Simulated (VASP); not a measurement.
**Cs: single point with revPBE**

Cs:

```
Cs
1.0
     5.56631    0.00000    0.00000
    -2.78315    4.82056    0.00000
     0.00000    0.00000    9.25848
Cs
2
Direct
  0.33333 0.66667 0.25000
  0.66667 0.33333 0.75000
```

```yaml
Program: VASP 6.6.1
Task: single point
Functional: revPBE
Potentials_or_basis: VASP PAW PBE potentials, release 64 (Cs_sv)
Cutoff: 520 eV
k_mesh: 5 × 5 × 3
Occupations: fermi-dirac, width 0.1 eV
Spin: no spin polarisation
```

```json
{"Pressure": "0.1 GPa", "Band gap on the k mesh": "zero (band 9 reaches 0.76 eV, above the bottom of band 10 at -0.28 eV)"}
```

Levels at points of the mesh, in eV from the Fermi level:
| k point | band 5 | band 6 | band 7 | band 8 | band 9 | band 10 | band 11 | band 12 | band 13 | band 14 |
| --- | --- | --- | --- | --- | --- | --- | --- | --- | --- | --- |
| (0.00, 0.00, 0.00) | -10.74 | -10.73 | -10.72 | -10.72 | -1.60 | -0.03 | 0.61 | 2.33 | 2.38 | 2.38 |

Run time: 51 s on 1 thread of Intel Xeon 6975P-C, on a shared host, peak memory 0.33 GiB.

Caveat: the PAW data sets were made with another functional, which shifts forces and pressure a little; spin-orbit coupling is left out, which moves the levels of the heavy elements.
